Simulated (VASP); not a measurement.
# Nb (I4/mmm) in VASP: single point with PBE

Aim: the single point of Nb with PBE.

Program: VASP 6.6.1. These are calculated values, not measurements. Logs are shortened: lines on timing, memory, paths and dates and some standing lists are left out, and cuts for length are marked.

**1. The cell of the first run**

The structure is tetragonal, space group I4/mmm (No. 139). Conventional cell: a = 3.460 Å, b = 3.460 Å, c = 2.854 Å, α = 90.00°, β = 90.00°, γ = 90.00°. Within 3.7 Å of Nb (site symmetry 4/mmm) lie 14 Nb at 2.83 to 3.46 Å.

**2. Single point, PBE**

INCAR reads:

```
SYSTEM = Nb
  PREC = Accurate
  ENCUT = 520
  EDIFF = 1E-6
  ISMEAR = 0
  SIGMA = 0.0261
  LREAL = .False.
  LASPH = .True.
  NELM = 100
  ALGO = Normal
  ISIF = 2
  LWAVE = .False.
  LCHARG = .False.
  GGA = PE
  NBANDS = 12
```

KPOINTS reads:

```
Automatic mesh
0
Gamma
  11 11 11
  0 0 0
```

POSCAR reads:

```
Nb
1.0
   -1.7297650000      1.7297650000      1.4270010000
    1.7297650000     -1.7297650000      1.4270010000
    1.7297650000      1.7297650000     -1.4270010000
Nb
1
Direct
    0.0000000000      0.0000000000      0.0000000000
```

Potentials or basis: VASP PAW PBE potentials, release 64 (Nb_sv).

Started as:

```
cat potpaw_PBE.64/Nb_sv/POTCAR > POTCAR
mpirun -np 1 vasp_std > vasp.out
```

OUTCAR:

```text
SYSTEM = Nb
   PREC = Accurate
   ENCUT = 520
   EDIFF = 1E-6
   ISMEAR = 0
   LREAL = .False.
   LASPH = .True.
   NELM = 100
   ISIF = 2
   GGA = PE

 ion  position               nearest neighbor table
   1  0.000  0.000  0.000-

  LATTYP: Found a body centered tetragonal cell.
 ALAT       =     3.4595300000
 C/A-ratio  =     0.8249681315

  Lattice vectors:

 A1 = (  -1.7297650000,   1.7297650000,   1.4270010000)
 A2 = (   1.7297650000,  -1.7297650000,   1.4270010000)
 A3 = (   1.7297650000,   1.7297650000,  -1.4270010000)

Analysis of symmetry for initial positions (statically):
=====================================================================
 Subroutine PRICEL returns:
 Original cell was already a primitive cell.

 Routine SETGRP: Setting up the symmetry group for a
 body centered tetragonal supercell.

 Subroutine GETGRP returns: Found 16 space group operations
 (whereof 16 operations were pure point group operations)
 out of a pool of 16 trial point group operations.

The static configuration has the point symmetry D_4h.

Analysis of symmetry for dynamics (positions and initial velocities):
=====================================================================
 Subroutine PRICEL returns:
 Original cell was already a primitive cell.

 Routine SETGRP: Setting up the symmetry group for a
 body centered tetragonal supercell.

 Subroutine GETGRP returns: Found 16 space group operations
 (whereof 16 operations were pure point group operations)
 out of a pool of 16 trial point group operations.

The dynamic configuration has the point symmetry D_4h.

 Subroutine INISYM returns: Found 16 space group operations
 (whereof 16 operations are pure point group operations),
 and found     1 'primitive' translations

----------------------------------------------------------------------------------------

                                     Primitive cell

  volume of cell :      17.0788

  direct lattice vectors                    reciprocal lattice vectors
    -1.729765000  1.729765000  1.427001000     0.000000000  0.289056606  0.350385178
     1.729765000 -1.729765000  1.427001000     0.289056606  0.000000000  0.350385178
     1.729765000  1.729765000 -1.427001000     0.289056606  0.289056606  0.000000000

  length of vectors
     2.832049746  2.832049746  2.832049746     0.454228461  0.454228461  0.408787772

  position of ions in fractional coordinates (direct lattice)
     0.000000000  0.000000000  0.000000000

  ion indices of the primitive-cell ions
   primitive index   ion index
[... 82 lines left out ...]
   TEBEG  =    0.0;   TEEND  =   0.0 temperature during run
   PSTRESS=    0.0 pullay stress
   NELECT =      13.0000    total number of electrons
   NUPDOWN=      -1.0000    fix difference up-down
   EMIN   =  10.00;   EMAX   =-10.00  energy-range for DOS
   EFERMI =   0.00;   METHOD = LEGACY
   ISMEAR =     0;   SIGMA  =   0.03  broadening in eV -4-tet -1-fermi 0-gaus
   EFERMI_NEDOS =   21; number of points for ismear=-14 and -15
   IALGO  =     38    algorithm
   IMIX   =      4    mixing-type and parameters
     AMIX     =   0.40;   BMIX     =  1.00
     AMIX_MAG =   1.60;   BMIX_MAG =  1.00
  volume/ion in A,a.u.               =      17.08       115.25
  Fermi-wavevector in a.u.,A,eV,Ry     =   1.494754  2.824676 30.399363  2.234290
  Thomas-Fermi vector in A             =   2.606987
   LORBIT       =      0    0 simple, 1 ext, 2 COOP (PROOUT), +10 PAW based schemes
   GGA     = PE    functional components
   LHFCALC =     F    Hartree Fock is set to
   AEXX    =    0.0000 exact exchange contribution
   IVDW    =     0    specifies the selected vdW correction
   LEPSILON=     F    determine dielectric tensor
   LRPA    =     F    only Hartree local field effects (RPA)
 non-spin polarized calculation
 Gauss-broadening in eV      SIGMA  =   0.03
  energy-cutoff  :      520.00
  volume of cell :       17.08
 maximum number of plane-waves:       471
 NGX is ok and might be reduce to    24
   NGX = 11   NGY = 11   NGZ = 11

 number of electron      13.0000000 magnetization

 Free energy of the ion-electron system (eV)
  ---------------------------------------------------
  ext. energy  EPLUGINS =         0.00000000
  ---------------------------------------------------
  free energy    TOTEN  =       -10.01192199 eV

  energy without entropy =      -10.01085236  energy(sigma->0) =      -10.01138717

 E-fermi :  12.2280     XC(G=0): -12.7706

 val. band max:       12.2228877683   @ k =  -0.3636   0.2727  -0.0000
 cond. band min:      12.2338214395   @ k =   0.2727   0.0000  -0.0000
 fundamental gap:      0.0109336711
 Fermi energy:        12.2279748680

 k-point     1 :       0.0000    0.0000    0.0000
  band No.  band energies     occupation
      1     -42.4002      2.00000
      2     -17.6145      2.00000
      3     -17.6145      2.00000
      4     -17.4325      2.00000
      5       5.9219      2.00000
      6      10.8928      2.00000
      7      13.3761      0.00000
      8      13.4776      0.00000
      9      13.4776      0.00000
     10      16.6254      0.00000
     11      25.4911      0.00000
     12      25.4911      0.00000
[... 331 lines left out ...]
 k-point    24 :      -0.1818    0.1818    0.0000
  band No.  band energies     occupation
      1     -42.3269      2.00000
      2     -18.1003      2.00000
      3     -17.5877      2.00000
      4     -17.5291      2.00000
      5       7.0342      2.00000
      6      11.1317      2.00000
      7      12.8408      0.00000
      8      13.0213      0.00000
      9      14.5904      0.00000
     10      16.0679      0.00000
     11      26.2009      0.00000
     12      26.8947      0.00000

 [... further k-points ...]

------------------------ aborting loop because EDIFF is reached ----------------------------------------

  FORCE on cell =-STRESS in cart. coord.  units (eV):
  Direction    XX          YY          ZZ          XY          YZ          ZX
  --------------------------------------------------------------------------------------
  -------------------------------------------------------------------------------------
  Total        0.7156446      0.7156446      3.1991796      0.0000000     -0.0000000      0.0000000
  in kB       67.1350775     67.1350775    300.1170902      0.0000000     -0.0000000      0.0000000
  external PRESSURE =     144.7957484 kB  Pullay stress =       0.0000000 kB

 VOLUME and BASIS-vectors are now :
 -----------------------------------------------------------------------------
  energy-cutoff  :      520.00
  volume of cell :       17.08
      direct lattice vectors                 reciprocal lattice vectors
    -1.729765000  1.729765000  1.427001000     0.000000000  0.289056606  0.350385178
     1.729765000 -1.729765000  1.427001000     0.289056606  0.000000000  0.350385178
     1.729765000  1.729765000 -1.427001000     0.289056606  0.289056606  0.000000000

 POSITION                                       TOTAL-FORCE (eV/Angst)
 -----------------------------------------------------------------------------------
      0.00000      0.00000      0.00000         0.000000     -0.000000      0.000000
 -----------------------------------------------------------------------------------
    total drift:                                0.000000      0.000000      0.000000

  FREE ENERGIE OF THE ION-ELECTRON SYSTEM (eV)
  ---------------------------------------------------
  free  energy   TOTEN  =       -10.0119219851 eV

  energy  without entropy=      -10.0108523611  energy(sigma->0) =      -10.01138717
```

OSZICAR:

```text
N       E                     dE             d eps       ncg     rms          rms(c)
DAV:   1     0.116223931206E+03    0.11622E+03   -0.73362E+03  3048   0.109E+03
DAV:   2    -0.571467567629E+01   -0.12194E+03   -0.11735E+03  3248   0.390E+02
DAV:   3    -0.101083330575E+02   -0.43937E+01   -0.41936E+01  4328   0.653E+01
DAV:   4    -0.103638644740E+02   -0.25553E+00   -0.25385E+00  4288   0.142E+01
DAV:   5    -0.103756289243E+02   -0.11764E-01   -0.11762E-01  4392   0.241E+00    0.772E+00
DAV:   6    -0.100420853955E+02    0.33354E+00   -0.53175E-01  4872   0.941E+00    0.283E+00
DAV:   7    -0.100056163037E+02    0.36469E-01   -0.17927E-01  5000   0.546E+00    0.948E-01
DAV:   8    -0.100117991138E+02   -0.61828E-02   -0.12413E-02  3592   0.145E+00    0.803E-02
DAV:   9    -0.100119155691E+02   -0.11646E-03   -0.13389E-03  5076   0.385E-01    0.559E-02
DAV:  10    -0.100119323451E+02   -0.16776E-04   -0.35052E-05  3556   0.817E-02    0.182E-02
DAV:  11    -0.100119222886E+02    0.10056E-04   -0.47877E-06  4004   0.374E-02    0.448E-03
DAV:  12    -0.100119219851E+02    0.30353E-06   -0.43663E-07  2248   0.113E-02
   1 F= -.10011922E+02 E0= -.10011387E+02  d E =-.106962E-02
```

Wall time 8.3 s (1 thread of Intel Xeon 6975P-C (Granite Rapids), shared host); peak memory 0.15 GiB.

What came out:

```
Free energy : -10.0119 eV
Pressure    : 14.5 GPa
```

Levels at points of the mesh, in eV from the Fermi level:
```
           k point  band 4  band 5  band 6  band 7  band 8  band 9
(0.00, 0.00, 0.00)  -29.66   -6.31   -1.34    1.15    1.25    1.25
```
